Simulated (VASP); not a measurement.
Input of a VASP 6.6.1 run:

INCAR

```
  PREC = Accurate
  ENCUT = 520
  EDIFF = 1E-6
  ISMEAR = 0
  SIGMA = 0.05
  LREAL = F
  LASPH = T
  NELM = 60
  ALGO = Normal
  ISIF = 2
  LWAVE = F
  LCHARG = F
  GGA = PE
  NBANDS = 18
```

Contents of KPOINTS:

```
Automatic mesh
0
Gamma
  8 8 8
```

The input POSCAR:

```
HfO2
1.0
    0.0681273850      2.5605926915      2.5605926915
    2.5605926915      0.0681273850      2.5605926915
    2.5605926915      2.5605926915      0.0681273850
Hf O
1 2
Direct
    0.0000000000      0.0000000000      0.0000000000
    0.2500000000      0.2500000000      0.2500000000
    0.7500000000      0.7500000000      0.7500000000
```

Potentials or basis: VASP PAW PBE potentials, release 64 (Hf_pv, O).

Command:

```sh
$ cat potpaw_PBE.64/Hf_pv/POTCAR potpaw_PBE.64/O/POTCAR > POTCAR
$ mpirun -np 1 vasp_std > vasp.out
```

(1) Estimate the band gap on the k mesh.

(2) Estimate the pressure.

## Answers

(1) 3.85 eV, direct.

(2) 3.6 GPa.

Caveat: spin-orbit coupling is left out, which moves the levels of the heavy elements.
